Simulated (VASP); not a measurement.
# MoSe2 (P6_3/mmc) in VASP: further runs, part 2 of 2

VASP 6.6.1. Earlier steps stand in the parts before.

## (3) Relaxation of the atoms, PBE (equal strain along all axes, cell held: +3.0 %)

Input file INCAR:

```
ALGO     = Normal         # electronic algorithm
EDIFF    = 1E-7           # SCF threshold, eV
EDIFFG   = -0.008         # ionic threshold
ENCUT    = 450            # plane-wave cutoff, eV
GGA      = PE             # functional
GGA_COMPAT= F            
IBRION   = 2              # ionic algorithm
ISIF     = 2              # what is computed and relaxed
ISMEAR   = 0              # smearing method
LASPH    = T              # aspherical terms in the spheres
LCHARG   = F              # write CHGCAR
LREAL    = F              # projectors in reciprocal space
LWAVE    = F              # write WAVECAR
NELM     = 120            # most SCF steps
NELMIN   = 4            
NSW      = 60             # ionic steps
PREC     = Accurate       # precision mode
SIGMA    = 0.02           # smearing width, eV
```

Input file KPOINTS:

```
k-points
0
Gamma
  9 9 2
```

Input file POSCAR:

```
MoSe2
1.0
    3.4205420691      0.0000000000      0.0000000000
   -1.7102710345      2.9622763265      0.0000000000
    0.0000000000      0.0000000000     15.2742738406
Mo Se
2 4
Direct
    0.6666666667      0.3333333333      0.7500000000
    0.3333333333      0.6666666667      0.2500000000
    0.3333333333      0.6666666667      0.8597476050
    0.6666666667      0.3333333333      0.3597476050
    0.3333333333      0.6666666667      0.6402523950
    0.6666666667      0.3333333333      0.1402523950
```

Potentials or basis: VASP PAW PBE potentials, release 64 (Mo_sv, Se).

Started as:

```sh
cat potpaw_PBE.64/Mo_sv/POTCAR potpaw_PBE.64/Se/POTCAR > POTCAR
mpirun -np 1 vasp_std > vasp.out
```

OUTCAR:

```text
EDIFF = 1E-7
   EDIFFG = -0.008
   ENCUT = 450
   GGA = PE
   IBRION = 2
   ISIF = 2
   ISMEAR = 0
   LASPH = T
   LREAL = F
   NELM = 120
   NELMIN = 4
   NSW = 60
   PREC = Accurate

 ion  position               nearest neighbor table
   1  0.667  0.333  0.750-   3 2.59   5 2.59   3 2.59   5 2.59   3 2.59   5 2.59
   2  0.333  0.667  0.250-   4 2.59   6 2.59   4 2.59   6 2.59   4 2.59   6 2.59
   3  0.333  0.667  0.860-   1 2.59   1 2.59   1 2.59
   4  0.667  0.333  0.360-   2 2.59   2 2.59   2 2.59
   5  0.333  0.667  0.640-   1 2.59   1 2.59   1 2.59
   6  0.667  0.333  0.140-   2 2.59   2 2.59   2 2.59

  LATTYP: Found a hexagonal cell.
 ALAT       =     3.4205420691
 C/A-ratio  =     4.4654541684

  Lattice vectors:

 A1 = (   3.4205420691,   0.0000000000,   0.0000000000)
 A2 = (  -1.7102710345,   2.9622763265,   0.0000000000)
 A3 = (   0.0000000000,   0.0000000000,  15.2742738406)

Analysis of symmetry for initial positions (statically):
=====================================================================
 Subroutine PRICEL returns:
 Original cell was already a primitive cell.

 Routine SETGRP: Setting up the symmetry group for a
 hexagonal supercell.

 Subroutine GETGRP returns: Found 24 space group operations
 (whereof 12 operations were pure point group operations)
 out of a pool of 24 trial point group operations.

The static configuration has the point symmetry D_3d.
 The point group associated with its full space group is D_6h.

Analysis of symmetry for dynamics (positions and initial velocities):
=====================================================================
 Subroutine PRICEL returns:
 Original cell was already a primitive cell.

 Routine SETGRP: Setting up the symmetry group for a
 hexagonal supercell.

 Subroutine GETGRP returns: Found 24 space group operations
 (whereof 12 operations were pure point group operations)
 out of a pool of 24 trial point group operations.

The dynamic configuration has the point symmetry D_3d.
 The point group associated with its full space group is D_6h.

 Subroutine INISYM returns: Found 24 space group operations
 (whereof 12 operations are pure point group operations),
 and found     1 'primitive' translations

----------------------------------------------------------------------------------------

                                     Primitive cell

  volume of cell :     154.7680

  direct lattice vectors                    reciprocal lattice vectors
     3.420542069  0.000000000  0.000000000     0.292351323  0.168789115  0.000000000
    -1.710271035  2.962276327  0.000000000     0.000000000  0.337578230  0.000000000
     0.000000000  0.000000000 15.274273841     0.000000000  0.000000000  0.065469561

  length of vectors
     3.420542069  3.420542069 15.274273841     0.337578230  0.337578230  0.065469561

  position of ions in fractional coordinates (direct lattice)
     0.666666667  0.333333333  0.750000000
     0.333333333  0.666666667  0.250000000
     0.333333333  0.666666667  0.859747605
     0.666666667  0.333333333  0.359747605
     0.333333333  0.666666667  0.640252395
     0.666666667  0.333333333  0.140252395

  ion indices of the primitive-cell ions
   primitive index   ion index
                 1           1
                 2           2
                 3           3
                 4           4
                 5           5
                 6           6

----------------------------------------------------------------------------------------

 KPOINTS: k-points

Automatic generation of k-mesh.
 Grid dimensions read from file:
 generate k-points for:    9    9    2

 Generating k-lattice:

  Cartesian coordinates                     Fractional coordinates (reciprocal lattice)
     0.032483480  0.018754346  0.000000000     0.111111111 -0.000000000  0.000000000
     0.000000000  0.037508692  0.000000000     0.000000000  0.111111111  0.000000000
     0.000000000  0.000000000  0.032734780     0.000000000  0.000000000  0.500000000

  Length of vectors
     0.037508692  0.037508692  0.032734780

  Shift w.r.t. Gamma in fractional coordinates (k-lattice)
     0.000000000  0.000000000  0.000000000

 Subroutine IBZKPT returns following result:
 ===========================================

 Found     24 irreducible k-points:

 Following reciprocal coordinates:
            Coordinates               Weight
  0.000000  0.000000  0.000000      1.000000
  0.111111  0.000000  0.000000      6.000000
  0.222222  0.000000  0.000000      6.000000
  0.333333  0.000000  0.000000      6.000000
  0.444444  0.000000  0.000000      6.000000
  0.111111  0.111111  0.000000      6.000000
[... 16 lines left out ...]
  0.333333  0.222222  0.500000     12.000000
  0.333333  0.333333  0.500000      2.000000
   k-points           NKPTS =     24   k-points in BZ     NKDIM =     24   number of bands    NBANDS=     31
   number of dos      NEDOS =    301   number of ions     NIONS =      6
   total plane-waves  NPLWV =  62208
   dimension x,y,z NGX =    24 NGY =   24 NGZ =  108
   dimension x,y,z NGXF=    48 NGYF=   48 NGZF=  216
   ions per type =               2   4
   NGX,Y,Z   is equivalent  to a cutoff of  11.66, 11.66, 11.75 a.u.
   NGXF,Y,Z  is equivalent  to a cutoff of  23.33, 23.33, 23.51 a.u.
 SYSTEM =  unknown system
   PREC   = accura    normal or accurate (medium, high low for compatibility)
   ISTART =      0    job   : 0-new  1-cont  2-samecut
   ICHARG =      2    charge: 1-file 2-atom 10-const
   ISPIN  =      1    spin polarized calculation?
   LNONCOLLINEAR =      F non collinear calculations
   LSORBIT =      F    spin-orbit coupling
   LASPH  =      T    aspherical Exc in radial PAW
   ENCUT  =  450.0 eV  33.07 Ry    5.75 a.u.   5.92  5.92 26.42*2*pi/ulx,y,z
   NELM   =    120;   NELMIN=  4; NELMDL= -5     # of ELM steps
   EDIFF  = 0.1E-06   stopping-criterion for ELM
   LREAL  =      F    real-space projection
   EDIFFG = -.8E-02   stopping-criterion for IOM
   NSW    =     60    number of steps for IOM
   IBRION =      2    ionic relax: 0-MD 1-quasi-New 2-CG
   NFREE  =      1    steps in history (QN), initial steepest desc. (CG)
   ISIF   =      2    stress and relaxation
   ISYM   =      2    0-nonsym 1-usesym 2-fastsym
   POTIM  = 0.5000    time-step for ionic-motion
   TEBEG  =    0.0;   TEEND  =   0.0 temperature during run
   PSTRESS=    0.0 pullay stress
   NELECT =      52.0000    total number of electrons
   NUPDOWN=      -1.0000    fix difference up-down
   EMIN   =  10.00;   EMAX   =-10.00  energy-range for DOS
   EFERMI =   0.00;   METHOD = LEGACY
   ISMEAR =     0;   SIGMA  =   0.02  broadening in eV -4-tet -1-fermi 0-gaus
   EFERMI_NEDOS =   21; number of points for ismear=-14 and -15
   IALGO  =     38    algorithm
   IMIX   =      4    mixing-type and parameters
     AMIX     =   0.40;   BMIX     =  1.00
     AMIX_MAG =   1.60;   BMIX_MAG =  1.00
  volume/ion in A,a.u.               =      25.79       174.07
  Fermi-wavevector in a.u.,A,eV,Ry     =   1.138105  2.150706 17.623389  1.295283
  Thomas-Fermi vector in A             =   2.274809
   LORBIT       =      0    0 simple, 1 ext, 2 COOP (PROOUT), +10 PAW based schemes
   GGA     = PE    functional components
   LHFCALC =     F    Hartree Fock is set to
   AEXX    =    0.0000 exact exchange contribution
   IVDW    =     0    specifies the selected vdW correction
   LEPSILON=     F    determine dielectric tensor
   LRPA    =     F    only Hartree local field effects (RPA)
 conjugate gradient relaxation of ions
 non-spin polarized calculation
 Gauss-broadening in eV      SIGMA  =   0.02
  energy-cutoff  :      450.00
  volume of cell :      154.77
 maximum number of plane-waves:      3384
 NGX is ok and might be reduce to    24
   NGX = 11   NGY = 11   NGZ = 53

--------------------------------------- Ionic step        1  -------------------------------------------

 number of electron      52.0000010 magnetization

 Free energy of the ion-electron system (eV)
  ---------------------------------------------------
  ext. energy  EPLUGINS =         0.00000000
  ---------------------------------------------------
  free energy    TOTEN  =       -39.80607089 eV

  energy without entropy =      -39.80607089  energy(sigma->0) =      -39.80607089

------------------------ aborting loop because EDIFF is reached ----------------------------------------

  FORCE on cell =-STRESS in cart. coord.  units (eV):
  Direction    XX          YY          ZZ          XY          YZ          ZX
  --------------------------------------------------------------------------------------
  -------------------------------------------------------------------------------------
  Total       -5.7391682     -5.7391682     -3.9392157     -0.0000000      0.0000000      0.0000000
  in kB      -59.4125859    -59.4125859    -40.7792528     -0.0000000      0.0000000      0.0000000
  external PRESSURE =     -53.2014749 kB  Pullay stress =       0.0000000 kB
[... 65 lines left out ...]
  energy  without entropy=      -39.8473642665  energy(sigma->0) =      -39.84736427

--------------------------------------- Ionic step        3  -------------------------------------------

 number of electron      52.0000004 magnetization

 Free energy of the ion-electron system (eV)
  ---------------------------------------------------
  ext. energy  EPLUGINS =         0.00000000
  ---------------------------------------------------
  free energy    TOTEN  =       -39.85097907 eV

  energy without entropy =      -39.85097907  energy(sigma->0) =      -39.85097907

 E-fermi :   4.0245     XC(G=0):  -9.1333

 val. band max:        3.7787021902   @ k =   0.0000   0.0000   0.0000
 cond. band min:       4.6957903687   @ k =   0.3333   0.3333   0.0000
 fundamental gap:      0.9170881785
 Fermi energy:         4.0245358090

 k-point     1 :       0.0000    0.0000    0.0000
  band No.  band energies     occupation
      1     -57.3553      2.00000
      2     -57.3553      2.00000
      3     -31.4413      2.00000
      4     -31.4413      2.00000
      5     -31.3711      2.00000
      6     -31.3711      2.00000
[... 838 lines left out ...]
  FREE ENERGIE OF THE ION-ELECTRON SYSTEM (eV)
  ---------------------------------------------------
  free  energy   TOTEN  =       -39.8509790691 eV

  energy  without entropy=      -39.8509790691  energy(sigma->0) =      -39.85097907

 reached required accuracy - stopping structural energy minimisation
```

Run time: 5.2 min. Hardware: 1 thread of Intel Xeon 8259CL, shared host; peak memory 0.28 GiB.

What came out:

| Quantity | Value |
| --- | --- |
| Free energy | -39.8510 eV |
| Energy gained by relaxing | 7.5 meV/atom |
| Ionic steps | 3 |
| Pressure after relaxing | -3.2 GPa |
| Band gap on the k mesh | 0.92 eV (least direct gap 1.17 eV) |

Forces in eV/Å, atoms in the order of the input:
```
Mo   0.000  0.000  0.000
Mo   0.000  0.000  0.000
Se   0.000  0.000 -0.003
Se   0.000  0.000 -0.003
Se   0.000  0.000  0.003
Se   0.000  0.000  0.003
```

The path:
```tsv
step	energy change (eV)	largest force (eV/Å)	pressure (GPa)
1	0.0000	0.5733	-5.32
2	-0.0413	0.1663	-3.78
3	-0.0449	0.0027	-3.17
```

Final structure:
```xyz
6
Lattice="3.4205 0.0000 0.0000 -1.7103 2.9623 0.0000 0.0000 0.0000 15.2743" Properties=species:S:1:pos:R:3 pbc="T T T"
Mo    1.7103    0.9874   11.4557
Mo    0.0000    1.9749    3.8186
Se    0.0000    1.9749   13.0938
Se    1.7103    0.9874    5.4567
Se    0.0000    1.9749    9.8176
Se    1.7103    0.9874    2.1805
```

Caveat: the cell differs from its parent crystal (equal strain along all axes, cell held: +3.0 %); an odd mesh through Γ misses points on the zone boundary, where band edges can lie; this functional lacks dispersion, which binds the layers, so the pressure and a relaxed spacing across them are unreliable.
